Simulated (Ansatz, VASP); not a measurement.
## Two plane-wave programs on Pb

```xyz
2
Lattice="0.0000 3.3925 3.3925 3.3925 0.0000 3.3925 3.3925 3.3925 0.0000" Properties=species:S:1:pos:R:3 pbc="T T T"
Pb    0.0000    0.0000    0.0000
Pb    1.6963    1.6963    1.6963
```

Change from the starting cell: volume scaled by 0.96, PAW files.

Alike in both runs: task electric field gradients; functional LDA; k mesh 8 × 8 × 8; occupations fermi-dirac, width 0.05 eV; no spin polarisation.

```csv
,VASP,Ansatz
version,VASP 6.6.1,Ansatz 0.2.0
potentials or method,"VASP PAW LDA potentials, release 64 (Pb_d)","PAW with Ansatz's default frozen-core files, scalar-relativistic"
plane-wave cutoff (eV),520,420
valence electrons in the cell,28,28
```

Ansatz gave:

- pressure (GPa): 0.6

Task: What did VASP give for the same quantities?

Result: Pressure (GPa): 0.7.

LDA's correlation is that of Perdew and Zunger in VASP and of Perdew and Wang (1992) in Ansatz.

Neither program's run includes spin-orbit coupling.
